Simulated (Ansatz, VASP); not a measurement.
# One calculation of InAs, two programs

```xyz
2
Lattice="0.0000 3.0470 3.1862 3.0470 0.0000 3.1862 3.0470 3.0470 0.0000" Properties=species:S:1:pos:R:3 pbc="T T T"
In    0.0000    0.0000    0.0000
As    4.5705    4.5705    4.7793
```

Change from the starting cell: strain -0.015 along x and y, +0.030 along z, atoms carried along.

Alike in both runs: task single point; functional PBE; k mesh 16 × 16 × 16; occupations gaussian, width 0.15 eV; no spin polarisation.

|  | VASP | Ansatz |
| --- | --- | --- |
| version | VASP 6.6.1 | Ansatz 0.2.0 |
| potentials or method | VASP PAW PBE potentials, release 64 (In_d, As), cutoff 520 eV | scalar-relativistic, plane waves, PAW |
| valence electrons in the cell | 18 | 28 |

```tsv
	VASP	Ansatz	Ansatz less VASP
gap on the k mesh at the Fermi level (eV)	none	none	-
pressure (GPa)	0.0	0.0	-0.04
traceless stress, the component that is largest in VASP (GPa)	-1.08	-1.08	-0.001
```

A gap of «none» marks a metal or a gap that the smearing closes. VASP's potentials hold 18 valence electrons a cell and Ansatz's 28, so a difference there can come from the potentials and not from the codes.
